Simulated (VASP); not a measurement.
# Ti (P6_3/mmc) in VASP: notebook

Ti is run at these levels: PBEsol; tasks: single point.

All numbers are computed with VASP 6.6.1; they aren't measurements. Logs are shortened: lines on timing, memory, paths and dates and some standing lists are left out, and cuts for length are marked.

## (1) The cell of the first run

It takes space group P6_3/mmc (No. 194, hexagonal). The conventional cell has a = 2.714 Å, b = 2.714 Å, c = 4.311 Å, α = 90.00°, β = 90.00°, γ = 120.00°. Within 3.5 Å of Ti (site symmetry -6m2) lie 12 Ti at 2.66 to 2.71 Å.

## (2) Single point, PBEsol (strain -0.080 along x and y, -0.080 along z)

Input file INCAR:

```
PREC = Accurate
ENCUT = 520
EDIFF = 1E-6
ISMEAR = 0
SIGMA = 0.15
LREAL = F
LASPH = T
NELM = 60
ALGO = Normal
ISIF = 2
LWAVE = F
LCHARG = T
GGA = PS
LELF = T
LVHAR = T
NBANDS = 19
```

Input file KPOINTS:

```
regular mesh
0
Gamma
  18 18 10
```

Input file POSCAR:

```
Ti
1.0
    2.7139980316      0.0000000000      0.0000000000
   -1.3569990158      2.3503912412      0.0000000000
    0.0000000000      0.0000000000      4.3111200000
Ti
2
Direct
    0.3333333333      0.6666666667      0.2500000000
    0.6666666667      0.3333333333      0.7500000000
```

Potentials or basis: VASP PAW PBE potentials, release 64 (Ti_sv).

Run with:

```console
$ cat potpaw_PBE.64/Ti_sv/POTCAR > POTCAR
$ mpirun -np 1 vasp_std > vasp.out
```

OUTCAR:

```text
PREC = Accurate
   ENCUT = 520
   EDIFF = 1E-6
   ISMEAR = 0
   LREAL = F
   LASPH = T
   NELM = 60
   ISIF = 2
   GGA = PS

 ion  position               nearest neighbor table
   1  0.333  0.667  0.250-   2 2.66   2 2.66   2 2.66   2 2.66   2 2.66   2 2.66
   2  0.667  0.333  0.750-   1 2.66   1 2.66   1 2.66   1 2.66   1 2.66   1 2.66

  LATTYP: Found a hexagonal cell.
 ALAT       =     2.7139980316
 C/A-ratio  =     1.5884757284

  Lattice vectors:

 A1 = (   2.7139980316,   0.0000000000,   0.0000000000)
 A2 = (  -1.3569990158,   2.3503912412,   0.0000000000)
 A3 = (   0.0000000000,   0.0000000000,   4.3111200000)

Analysis of symmetry for initial positions (statically):
=====================================================================
 Subroutine PRICEL returns:
 Original cell was already a primitive cell.

 Routine SETGRP: Setting up the symmetry group for a
 hexagonal supercell.

 Subroutine GETGRP returns: Found 24 space group operations
 (whereof 12 operations were pure point group operations)
 out of a pool of 24 trial point group operations.

The static configuration has the point symmetry D_3d.
 The point group associated with its full space group is D_6h.

Analysis of symmetry for dynamics (positions and initial velocities):
=====================================================================
 Subroutine PRICEL returns:
 Original cell was already a primitive cell.

 Routine SETGRP: Setting up the symmetry group for a
 hexagonal supercell.

 Subroutine GETGRP returns: Found 24 space group operations
 (whereof 12 operations were pure point group operations)
 out of a pool of 24 trial point group operations.

The dynamic configuration has the point symmetry D_3d.
 The point group associated with its full space group is D_6h.

 Subroutine INISYM returns: Found 24 space group operations
 (whereof 12 operations are pure point group operations),
 and found     1 'primitive' translations

----------------------------------------------------------------------------------------

                                     Primitive cell

  volume of cell :      27.5004

  direct lattice vectors                    reciprocal lattice vectors
     2.713998032  0.000000000  0.000000000     0.368460105  0.212730541  0.000000000
    -1.356999016  2.350391241  0.000000000     0.000000000  0.425461082  0.000000000
     0.000000000  0.000000000  4.311120000     0.000000000  0.000000000  0.231958285

  length of vectors
     2.713998032  2.713998032  4.311120000     0.425461082  0.425461082  0.231958285

  position of ions in fractional coordinates (direct lattice)
     0.333333333  0.666666667  0.250000000
     0.666666667  0.333333333  0.750000000

  ion indices of the primitive-cell ions
   primitive index   ion index
                 1           1
                 2           2

----------------------------------------------------------------------------------------

 KPOINTS: regular mesh

Automatic generation of k-mesh.
 Grid dimensions read from file:
 generate k-points for:   18   18   10

 Generating k-lattice:

  Cartesian coordinates                     Fractional coordinates (reciprocal lattice)
     0.020470006  0.011818363  0.000000000     0.055555556 -0.000000000  0.000000000
     0.000000000  0.023636727  0.000000000     0.000000000  0.055555556  0.000000000
     0.000000000  0.000000000  0.023195828     0.000000000  0.000000000  0.100000000

  Length of vectors
     0.023636727  0.023636727  0.023195828

  Shift w.r.t. Gamma in fractional coordinates (k-lattice)
     0.000000000  0.000000000  0.000000000

 Subroutine IBZKPT returns following result:
 ===========================================

 Found    222 irreducible k-points:

 Following reciprocal coordinates:
            Coordinates               Weight
  0.000000  0.000000  0.000000      1.000000
  0.055556 -0.000000  0.000000      6.000000
  0.111111 -0.000000  0.000000      6.000000
  0.166667 -0.000000  0.000000      6.000000
  0.222222 -0.000000  0.000000      6.000000
  0.277778 -0.000000  0.000000      6.000000
[... 16 lines left out ...]
  0.333333  0.111111  0.000000     12.000000
  0.388889  0.111111  0.000000     12.000000
 [... further k-points ...]
   k-points           NKPTS =    222   k-points in BZ     NKDIM =    222   number of bands    NBANDS=     19
   number of dos      NEDOS =    301   number of ions     NIONS =      2
   total plane-waves  NPLWV =  12800
   dimension x,y,z NGX =    20 NGY =   20 NGZ =   32
   dimension x,y,z NGXF=    40 NGYF=   40 NGZF=   64
   ions per type =               2
   NGX,Y,Z   is equivalent  to a cutoff of  12.25, 12.25, 12.34 a.u.
   NGXF,Y,Z  is equivalent  to a cutoff of  24.50, 24.50, 24.68 a.u.
 SYSTEM =  unknown system
   PREC   = accura    normal or accurate (medium, high low for compatibility)
   ISTART =      0    job   : 0-new  1-cont  2-samecut
   ICHARG =      2    charge: 1-file 2-atom 10-const
   ISPIN  =      1    spin polarized calculation?
   LNONCOLLINEAR =      F non collinear calculations
   LSORBIT =      F    spin-orbit coupling
   LASPH  =      T    aspherical Exc in radial PAW
   ENCUT  =  520.0 eV  38.22 Ry    6.18 a.u.   5.05  5.05  8.02*2*pi/ulx,y,z
   NELM   =     60;   NELMIN=  2; NELMDL= -5     # of ELM steps
   EDIFF  = 0.1E-05   stopping-criterion for ELM
   LREAL  =      F    real-space projection
[... 7 lines left out ...]
   TEBEG  =    0.0;   TEEND  =   0.0 temperature during run
   PSTRESS=    0.0 pullay stress
   NELECT =      24.0000    total number of electrons
   NUPDOWN=      -1.0000    fix difference up-down
   EMIN   =  10.00;   EMAX   =-10.00  energy-range for DOS
   EFERMI =   0.00;   METHOD = LEGACY
   ISMEAR =     0;   SIGMA  =   0.15  broadening in eV -4-tet -1-fermi 0-gaus
   EFERMI_NEDOS =   21; number of points for ismear=-14 and -15
   IALGO  =     38    algorithm
   IMIX   =      4    mixing-type and parameters
     AMIX     =   0.40;   BMIX     =  1.00
     AMIX_MAG =   1.60;   BMIX_MAG =  1.00
  volume/ion in A,a.u.               =      13.75        92.79
  Fermi-wavevector in a.u.,A,eV,Ry     =   1.564463  2.956406 33.300867  2.447545
  Thomas-Fermi vector in A             =   2.667083
   LORBIT       =      0    0 simple, 1 ext, 2 COOP (PROOUT), +10 PAW based schemes
   GGA     = PS    functional components
   LHFCALC =     F    Hartree Fock is set to
   AEXX    =    0.0000 exact exchange contribution
   IVDW    =     0    specifies the selected vdW correction
   LEPSILON=     F    determine dielectric tensor
   LRPA    =     F    only Hartree local field effects (RPA)
 non-spin polarized calculation
 Gauss-broadening in eV      SIGMA  =   0.15
  energy-cutoff  :      520.00
  volume of cell :       27.50
 maximum number of plane-waves:       760
   NGX = 11   NGY = 11   NGZ = 17

 number of electron      24.0000007 magnetization

 Free energy of the ion-electron system (eV)
  ---------------------------------------------------
  ext. energy  EPLUGINS =         0.00000000
  ---------------------------------------------------
  free energy    TOTEN  =       -16.18156862 eV

  energy without entropy =      -16.15999237  energy(sigma->0) =      -16.17078050

 E-fermi :  10.9090     XC(G=0): -12.8003

 val. band max:       10.9024506689   @ k =   0.1111   0.0556   0.1000
 cond. band min:      10.9139262405   @ k =   0.3333   0.2778   0.3000
 fundamental gap:      0.0114755715
 Fermi energy:        10.9090474757

 k-point     1 :       0.0000    0.0000    0.0000
  band No.  band energies     occupation
      1     -45.4068      2.00000
      2     -45.0632      2.00000
      3     -22.4346      2.00000
      4     -21.1381      2.00000
      5     -21.1381      2.00000
      6     -20.9596      2.00000
[... 11 lines left out ...]
     18      12.9658      0.00000
     19      15.0485      0.00000

 k-point     2 :       0.0556   -0.0000    0.0000
  band No.  band energies     occupation
      1     -45.3990      2.00000
      2     -45.0600      2.00000
      3     -22.4204      2.00000
      4     -21.1690      2.00000
      5     -21.1483      2.00000
      6     -20.9732      2.00000
[... 11 lines left out ...]
     18      12.8952      0.00000
     19      15.0892      0.00000

 k-point     3 :       0.1111   -0.0000    0.0000
  band No.  band energies     occupation
      1     -45.3764      2.00000
      2     -45.0508      2.00000
      3     -22.3784      2.00000
      4     -21.2580      2.00000
      5     -21.1768      2.00000
      6     -21.0640      2.00000
[... 11 lines left out ...]
     18      12.7606      0.00000
     19      15.1905      0.00000

 k-point     4 :       0.1667   -0.0000    0.0000
  band No.  band energies     occupation
      1     -45.3411      2.00000
      2     -45.0374      2.00000
      3     -22.3113      2.00000
      4     -21.3948      2.00000
      5     -21.2191      2.00000
      6     -21.1994      2.00000
[... 11 lines left out ...]
     18      13.1136      0.00000
     19      15.3131      0.00000

 k-point     5 :       0.2222   -0.0000    0.0000
  band No.  band energies     occupation
      1     -45.2962      2.00000
      2     -45.0220      2.00000
      3     -22.2234      2.00000
      4     -21.5632      2.00000
      5     -21.3597      2.00000
      6     -21.2691      2.00000
[... 11 lines left out ...]
     18      13.5719      0.00000
     19      15.4276      0.00000

 k-point     6 :       0.2778   -0.0000    0.0000
  band No.  band energies     occupation
      1     -45.2460      2.00000
      2     -45.0077      2.00000
      3     -22.1206      2.00000
      4     -21.7426      2.00000
      5     -21.5245      2.00000
      6     -21.3205      2.00000
[... 11 lines left out ...]
     18      14.0977      0.00000
     19      15.5203      0.00000

 k-point     7 :       0.3333   -0.0000    0.0000
  band No.  band energies     occupation
      1     -45.1955      2.00000
      2     -44.9971      2.00000
      3     -22.0107      2.00000
      4     -21.9106      2.00000
      5     -21.6747      2.00000
      6     -21.3676      2.00000
[... 11 lines left out ...]
     18      14.6416      0.00000
     19      15.5877      0.00000

 k-point     8 :       0.3889   -0.0000    0.0000
  band No.  band energies     occupation
      1     -45.1504      2.00000
      2     -44.9922      2.00000
      3     -22.0469      2.00000
      4     -21.9048      2.00000
      5     -21.7943      2.00000
      6     -21.4052      2.00000
[... 256 lines left out ...]
 k-point    20 :       0.1667    0.1111    0.0000
  band No.  band energies     occupation
      1     -45.2782      2.00000
      2     -45.0164      2.00000
      3     -22.1872      2.00000
      4     -21.5709      2.00000
      5     -21.4886      2.00000
      6     -21.2412      2.00000
[... 11 lines left out ...]
     18      13.9764      0.00000
     19      15.3819      0.00000

 k-point    21 :       0.2222    0.1111    0.0000
  band No.  band energies     occupation
      1     -45.2301      2.00000
      2     -45.0038      2.00000
      3     -22.0870      2.00000
      4     -21.7349      2.00000
      5     -21.6064      2.00000
      6     -21.3187      2.00000
[... 11 lines left out ...]
     18      14.5953      0.00000
     19      15.4400      0.00000

 k-point    22 :       0.2778    0.1111    0.0000
  band No.  band energies     occupation
      1     -45.1816      2.00000
      2     -44.9948      2.00000
      3     -21.9794      2.00000
      4     -21.8920      2.00000
      5     -21.7098      2.00000
      6     -21.3930      2.00000
[... 11 lines left out ...]
     18      15.2645      0.00000
     19      15.4843      0.00000

 k-point    23 :       0.3333    0.1111    0.0000
  band No.  band energies     occupation
      1     -45.1379      2.00000
      2     -44.9915      2.00000
      3     -22.0193      2.00000
      4     -21.8747      2.00000
      5     -21.7927      2.00000
      6     -21.4531      2.00000
[... 11 lines left out ...]
     18      15.5135      0.00000
     19      15.9539      0.00000

 k-point    24 :       0.3889    0.1111    0.0000
  band No.  band energies     occupation
      1     -45.1055      2.00000
      2     -44.9931      2.00000
      3     -22.1017      2.00000
      4     -21.8467      2.00000
      5     -21.7898      2.00000
      6     -21.4917      2.00000
[... 11 lines left out ...]
     18      15.5295      0.00000
     19      16.6345      0.00000

 [... further k-points ...]
[... 5 lines left out ...]
  --------------------------------------------------------------------------------------
  -------------------------------------------------------------------------------------
  Total        5.4086765      5.4086765      5.5352620      0.0000000     -0.0000000      0.0000000
  in kB      315.1097124    315.1097124    322.4845913      0.0000000     -0.0000000      0.0000000
  external PRESSURE =     317.5680054 kB  Pullay stress =       0.0000000 kB

 VOLUME and BASIS-vectors are now :
 -----------------------------------------------------------------------------
  energy-cutoff  :      520.00
  volume of cell :       27.50
      direct lattice vectors                 reciprocal lattice vectors
     2.713998032  0.000000000  0.000000000     0.368460105  0.212730541  0.000000000
    -1.356999016  2.350391241  0.000000000     0.000000000  0.425461082  0.000000000
     0.000000000  0.000000000  4.311120000     0.000000000  0.000000000  0.231958285

 POSITION                                       TOTAL-FORCE (eV/Angst)
 -----------------------------------------------------------------------------------
     -0.00000      1.56693      1.07778        -0.000000     -0.000000      0.000000
      1.35700      0.78346      3.23334         0.000000      0.000000      0.000000
 -----------------------------------------------------------------------------------
    total drift:                               -0.000000      0.000000     -0.000000

  FREE ENERGIE OF THE ION-ELECTRON SYSTEM (eV)
  ---------------------------------------------------
  free  energy   TOTEN  =       -16.1815686247 eV

  energy  without entropy=      -16.1599923715  energy(sigma->0) =      -16.17078050
```

It took 51 s on 1 thread of Intel Xeon Platinum 8488C (Sapphire Rapids), shared host; peak memory 0.2 GiB.

What came out:

```yaml
Free_energy: -16.1816 eV
Pressure: 31.8 GPa
Band_gap_on_the_k_mesh: zero (band 12 reaches 11.85 eV, above the bottom of band 13 at 10.63 eV)
```

Levels at points of the mesh, in eV from the Fermi level:
| k point | band 9 | band 10 | band 11 | band 12 | band 13 | band 14 | band 15 | band 16 |
| --- | --- | --- | --- | --- | --- | --- | --- | --- |
| (0.00, 0.00, 0.00) | -6.66 | -3.34 | 0.86 | 0.86 | 1.02 | 1.55 | 1.55 | 1.64 |
| (0.50, 0.00, 0.00) | -2.98 | -2.66 | -2.56 | -0.21 | 0.48 | 0.85 | 1.54 | 4.45 |
| (0.00, 0.00, 0.50) | -4.48 | -4.48 | 0.07 | 0.07 | 0.74 | 0.74 | 0.74 | 0.74 |
| (0.50, 0.00, 0.50) | -3.26 | -3.26 | -1.19 | -1.19 | 2.17 | 2.17 | 2.20 | 2.20 |

Caveat: the cell differs from its parent crystal (strain -0.080 along x and y, -0.080 along z); the PAW data sets were made with another functional, which shifts forces and pressure a little.

## (3) Single point, PBEsol (strain +0.080 along x and y, +0.040 along z)

Input file INCAR:

```
PREC = Accurate ; ENCUT = 520
EDIFF = 1E-6 ; ISMEAR = 0
SIGMA = 0.15 ; LREAL = False
LASPH = True ; NELM = 80
ALGO = Fast ; ISIF = 2
LWAVE = False ; LCHARG = False
GGA = PS ; NBANDS = 19
```

Input file KPOINTS:

```
Automatic mesh
0
Gamma
  18 18 10
```

Input file POSCAR:

```
Ti
1.0
    3.1859976892      0.0000000000      0.0000000000
   -1.5929988446      2.7591549353      0.0000000000
    0.0000000000      0.0000000000      4.8734400000
Ti
2
Direct
    0.3333333333      0.6666666667      0.2500000000
    0.6666666667      0.3333333333      0.7500000000
```

Potentials or basis: VASP PAW PBE potentials, release 64 (Ti_sv).

Run with:

```console
$ cat potpaw_PBE.64/Ti_sv/POTCAR > POTCAR
$ mpirun -np 1 vasp_std > vasp.out
```

Wall time 3.9 min (1 thread of Intel Xeon Platinum 8488C (Sapphire Rapids), shared host); peak memory 0.26 GiB.

It converged, with:

| Property | Result |
| --- | --- |
| Free energy | -16.0163 eV |
| Pressure | -18.6 GPa |
| Band gap on the k mesh | zero (band 12 reaches 6.79 eV, above the bottom of band 13 at 5.88 eV) |

Stress tensor (GPa, compression positive):
```
-19.21   0.00   0.00
  0.00 -19.21   0.00
  0.00   0.00 -17.33
```

Levels at points of the mesh, in eV from the Fermi level:
| k point | band 9 | band 10 | band 11 | band 12 | band 13 | band 14 | band 15 | band 16 |
| --- | --- | --- | --- | --- | --- | --- | --- | --- |
| (0.00, 0.00, 0.00) | -5.66 | -2.17 | 0.61 | 0.61 | 0.65 | 0.88 | 1.02 | 1.02 |
| (0.50, 0.00, 0.00) | -2.13 | -1.65 | -1.35 | -0.82 | 0.28 | 0.55 | 1.02 | 2.45 |
| (0.00, 0.00, 0.50) | -3.98 | -3.98 | 0.19 | 0.19 | 0.48 | 0.48 | 0.48 | 0.48 |
| (0.50, 0.00, 0.50) | -2.05 | -2.05 | -0.57 | -0.57 | 0.89 | 0.89 | 1.27 | 1.27 |

Caveat: the cell differs from its parent crystal (strain +0.080 along x and y, +0.040 along z); the PAW data sets were made with another functional, which shifts forces and pressure a little.

## (4) Single point, PBEsol (strain +0.080 along x and y, +0.080 along z)

Input file INCAR:

```
SYSTEM = Ti
PREC = Accurate
ENCUT = 520
EDIFF = 1E-6
ISMEAR = 0
SIGMA = 0.15
LREAL = .FALSE.
LASPH = .TRUE.
NELM = 60
ALGO = Fast
ISIF = 2
LWAVE = .FALSE.
LCHARG = .FALSE.
GGA = PS
NBANDS = 19
```

Input file KPOINTS:

```
Automatic mesh
0
G
  18 18 10
  0 0 0
```

Edit POSCAR of step 3 so:

```diff
@@ -4,3 +4,3 @@
    -1.5929988446      2.7591549353      0.0000000000
-    0.0000000000      0.0000000000      4.8734400000
+    0.0000000000      0.0000000000      5.0608800000
 Ti
```

Run with:

```console
$ cat potpaw_PBE.64/Ti_sv/POTCAR > POTCAR
$ mpirun -np 1 vasp_std > vasp.out
```

It took 4.8 min on 1 thread of Intel Xeon Platinum 8488C (Sapphire Rapids), shared host; peak memory 0.27 GiB.

Results (log left out):

```yaml
Free_energy: -15.8214 eV
Pressure: -19.9 GPa
Band_gap_on_the_k_mesh: zero (band 12 reaches 6.46 eV, above the bottom of band 13 at 5.56 eV)
```

Stress tensor (GPa, compression positive):
```
-19.71   0.00   0.00
  0.00 -19.71   0.00
  0.00   0.00 -20.32
```

Levels at points of the mesh, in eV from the Fermi level:
```csv
k point,band 8,band 9,band 10,band 11,band 12,band 13,band 14,band 15,band 16,band 17
"(0.00, 0.00, 0.00)",-33.19,-5.55,-2.15,0.32,0.62,0.62,0.68,0.96,0.96,1.21
"(0.50, 0.00, 0.00)",-33.22,-2.02,-1.56,-1.30,-0.70,0.41,0.44,0.85,2.42,2.57
"(0.00, 0.00, 0.50)",-33.21,-4.00,-4.00,0.08,0.08,0.55,0.55,0.55,0.55,2.03
"(0.50, 0.00, 0.50)",-33.26,-1.97,-1.97,-0.58,-0.58,0.85,0.85,1.29,1.29,2.52
```

Caveat: the cell differs from its parent crystal (strain +0.080 along x and y, +0.080 along z); the PAW data sets were made with another functional, which shifts forces and pressure a little.

## (5) Summary

```csv
cell,gap on the mesh (eV),pressure (GPa)
"a = 2.714, b = 2.714, c = 4.311 Å, angles 90.0, 90.0, 120.0°, 2 atoms",none,31.8
"a = 3.186, b = 3.186, c = 4.873 Å, angles 90.0, 90.0, 120.0°, 2 atoms",none,-18.6
"a = 3.186, b = 3.186, c = 5.061 Å, angles 90.0, 90.0, 120.0°, 2 atoms",none,-19.9
```

Alike in all rows: task single point; level PBEsol; potentials or basis VASP PAW PBE potentials, release 64 (Ti_sv); no spin polarisation; k mesh 18 × 18 × 10; cutoff (eV) 520; smearing gaussian 0.15 eV.

Caveats: the PAW data sets were made with another functional, which shifts forces and pressure a little.

Total energies depend on the potentials used, so only differences within one code and one set of settings carry meaning.
